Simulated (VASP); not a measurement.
# F2Si in VASP: single point with AM05

Aim: the single point of F2Si with AM05.

Program: VASP 6.6.1. These are calculated values, not measurements. Logs are shortened: lines on timing, memory, paths and dates and some standing lists are left out, and cuts for length are marked.

## (1) The cell of the first run

The cell holds a molecule in a box, 3 atoms: a = 11.000 Å, b = 12.000 Å, c = 10.000 Å, α = 90.00°, β = 90.00°, γ = 90.00°.

## (2) Single point, AM05

File POSCAR:

```
SiF2
1.0
   11.0000000000      0.0000000000      0.0000000000
    0.0000000000     12.0000000000      0.0000000000
    0.0000000000      0.0000000000     10.0000000000
F Si
2 1
Direct
    0.5238590900      0.6037166700      0.5313750000
    0.5477045500      0.3997833300      0.5185050000
    0.4546590900      0.4959500000      0.4754250000
```

File INCAR.step1:

```
SYSTEM = SiF2
ALGO = Normal
EDIFF = 1E-5
EFERMI = MIDGAP
ENCUT = 520
GGA = PE
GGA_COMPAT = .False.
ISIF = 0
ISMEAR = 0
LASPH = .True.
LCHARG = .True.
LREAL = .False.
LWAVE = .True.
NELM = 100
NELMDL = -8
PREC = Accurate
SIGMA = 0.03
```

File INCAR.step2:

```
SYSTEM = SiF2
ALGO = All
EDIFF = 1E-6
EFERMI = MIDGAP
ENCUT = 520
GGA = AM
GGA_COMPAT = .False.
ISEARCH = 1
ISIF = 0
ISMEAR = 0
ISTART = 1
LASPH = .True.
LCHARG = .False.
LREAL = .False.
LWAVE = .False.
NELM = 100
NELMDL = -8
PREC = Accurate
SIGMA = 0.03
```

File KPOINTS:

```
k-points
0
Gamma
  1 1 1
```

Potentials or basis: VASP PAW PBE potentials, release 64 (F, Si).

Launch:

```sh
cat potpaw_PBE.64/F/POTCAR potpaw_PBE.64/Si/POTCAR > POTCAR
cp INCAR.step1 INCAR
mpirun -np 1 vasp_gam > vasp.out
cp INCAR.step2 INCAR
mpirun -np 1 vasp_gam > vasp.out
```

OUTCAR:

```text
SYSTEM = SiF2
   EDIFF = 1E-6
   EFERMI = MIDGAP
   ENCUT = 520
   GGA = AM
   ISIF = 0
   ISMEAR = 0
   ISTART = 1
   LASPH = .True.
   LREAL = .False.
   NELM = 100
   NELMDL = -8
   PREC = Accurate

 Found      1 irreducible k-points:

 Following reciprocal coordinates:
            Coordinates               Weight
  0.000000  0.000000  0.000000      1.000000
   k-points           NKPTS =      1   k-points in BZ     NKDIM =      1   number of bands    NBANDS=     13
   number of dos      NEDOS =    301   number of ions     NIONS =      3
   total plane-waves  NPLWV = 604800
   dimension x,y,z NGX =    84 NGY =   90 NGZ =   80
   dimension x,y,z NGXF=   168 NGYF=  180 NGZF=  160
   ions per type =               2   1
   NGX,Y,Z   is equivalent  to a cutoff of  12.70, 12.47, 13.30 a.u.
   NGXF,Y,Z  is equivalent  to a cutoff of  25.39, 24.94, 26.60 a.u.
 SYSTEM =  SiF2
   PREC   = accura    normal or accurate (medium, high low for compatibility)
   ISTART =      1    job   : 0-new  1-cont  2-samecut
   ICHARG =      0    charge: 1-file 2-atom 10-const
   ISPIN  =      1    spin polarized calculation?
   LNONCOLLINEAR =      F non collinear calculations
   LSORBIT =      F    spin-orbit coupling
   LASPH  =      T    aspherical Exc in radial PAW
   ENCUT  =  520.0 eV  38.22 Ry    6.18 a.u.  20.45 22.31 18.59*2*pi/ulx,y,z
   NELM   =    100;   NELMIN=  2; NELMDL= -8     # of ELM steps
   EDIFF  = 0.1E-05   stopping-criterion for ELM
   LREAL  =      F    real-space projection
   EDIFFG = 0.1E-04   stopping-criterion for IOM
   NSW    =      0    number of steps for IOM
   IBRION =     -1    ionic relax: 0-MD 1-quasi-New 2-CG
   NFREE  =      0    steps in history (QN), initial steepest desc. (CG)
   ISIF   =      0    stress and relaxation
   ISYM   =      2    0-nonsym 1-usesym 2-fastsym
   POTIM  = 0.5000    time-step for ionic-motion
   TEBEG  =    0.0;   TEEND  =   0.0 temperature during run

   SCALEE = 1.0000    scale energy and forces
   PSTRESS=    0.0 pullay stress
   NELECT =      18.0000    total number of electrons
   NUPDOWN=      -1.0000    fix difference up-down
   EMIN   =  10.00;   EMAX   =-10.00  energy-range for DOS
   EFERMI =   0.00;   METHOD = MIDGAP
   ISMEAR =     0;   SIGMA  =   0.03  broadening in eV -4-tet -1-fermi 0-gaus
   EFERMI_NEDOS =   21; number of points for ismear=-14 and -15
   IALGO  =     58    algorithm
   IMIX   =      4    mixing-type and parameters
     AMIX     =   0.40;   BMIX     =  1.00
     AMIX_MAG =   1.60;   BMIX_MAG =  1.00
  volume/ion in A,a.u.               =     440.00      2969.27
  Fermi-wavevector in a.u.,A,eV,Ry     =   0.391118  0.739106  2.081327  0.152973
  Thomas-Fermi vector in A             =   1.333545
   LORBIT       =      0    0 simple, 1 ext, 2 COOP (PROOUT), +10 PAW based schemes
   GGA     = AM    functional components
   LHFCALC =     F    Hartree Fock is set to
   AEXX    =    0.0000 exact exchange contribution
   IVDW    =     0    specifies the selected vdW correction
   LEPSILON=     F    determine dielectric tensor
   LRPA    =     F    only Hartree local field effects (RPA)

   CSHIFT  =0.1000    complex shift for real part using Kramers Kronig

   OMEGAMAX=  -1.0    maximum frequency
 non-spin polarized calculation
 Gauss-broadening in eV      SIGMA  =   0.03
  energy-cutoff  :      520.00
  volume of cell :     1320.00
 maximum number of plane-waves:     17809
 NGX is ok and might be reduce to    84
   NGX = 41   NGY = 45   NGZ = 37

 number of electron      17.9999991 magnetization

 Free energy of the ion-electron system (eV)
  ---------------------------------------------------
  ext. energy  EPLUGINS =         0.00000000
  ---------------------------------------------------
  free energy    TOTEN  =       -15.53533455 eV

  energy without entropy =      -15.53533455  energy(sigma->0) =      -15.53533455

 E-fermi :  -5.8980     XC(G=0):  -3.3157

 val. band max:       -6.8814131230   @ k =   0.0000   0.0000   0.0000
 cond. band min:      -4.9266553945   @ k =   0.0000   0.0000   0.0000
 fundamental gap:      1.9547577286
 Fermi energy:        -5.8979591830

 k-point     1 :       0.0000    0.0000    0.0000
  band No.  band energies     occupation
      1     -30.0083      2.00000
      2     -29.4220      2.00000
      3     -13.5644      2.00000
      4     -11.8393      2.00000
      5     -11.0895      2.00000
      6     -11.0690      2.00000
      7     -10.3081      2.00000
      8      -9.7866      2.00000
      9      -6.8814      2.00000
     10      -4.9267      0.00000
     11      -3.1502      0.00000
     12      -2.7561      0.00000
     13      -2.5876      0.00000

------------------------ aborting loop because EDIFF is reached ----------------------------------------

 VOLUME and BASIS-vectors are now :
 -----------------------------------------------------------------------------
  energy-cutoff  :      520.00
  volume of cell :     1320.00
      direct lattice vectors                 reciprocal lattice vectors
    11.000000000  0.000000000  0.000000000     0.090909091  0.000000000  0.000000000
     0.000000000 12.000000000  0.000000000     0.000000000  0.083333333  0.000000000
     0.000000000  0.000000000 10.000000000     0.000000000  0.000000000  0.100000000

 POSITION                                       TOTAL-FORCE (eV/Angst)
 -----------------------------------------------------------------------------------
      5.76245      7.24460      5.31375         0.227861      0.462115      0.176966
      6.02475      4.79740      5.18505         0.322582     -0.422010      0.130862
      5.00125      5.95140      4.75425        -0.550443     -0.040106     -0.307828
 -----------------------------------------------------------------------------------
    total drift:                                0.001402     -0.001783     -0.001269

  FREE ENERGIE OF THE ION-ELECTRON SYSTEM (eV)
  ---------------------------------------------------
  free  energy   TOTEN  =       -15.5353345501 eV

  energy  without entropy=      -15.5353345501  energy(sigma->0) =      -15.53533455
```

Wall time 7.9 min (1 thread of Intel Xeon Platinum 8488C (Sapphire Rapids), shared host); peak memory 0.97 GiB.

Results:

* Free energy: -15.5353 eV
* Largest force: 0.632 eV/Å
* Gap between the frontier levels: 1.95 eV

Forces in eV/Å, atoms in the order of the input:
```
F    0.228  0.462  0.177
F    0.323 -0.422  0.131
Si  -0.550 -0.040 -0.308
```

Levels at points of the mesh, in eV from the valence-band top:
```tsv
k point	band 7	band 8	band 9	band 10	band 11	band 12
(0.00, 0.00, 0.00)	-3.43	-2.91	0.00	1.95	3.73	4.13
```

Caveat: the PAW data sets were made with another functional, which shifts forces and pressure a little.
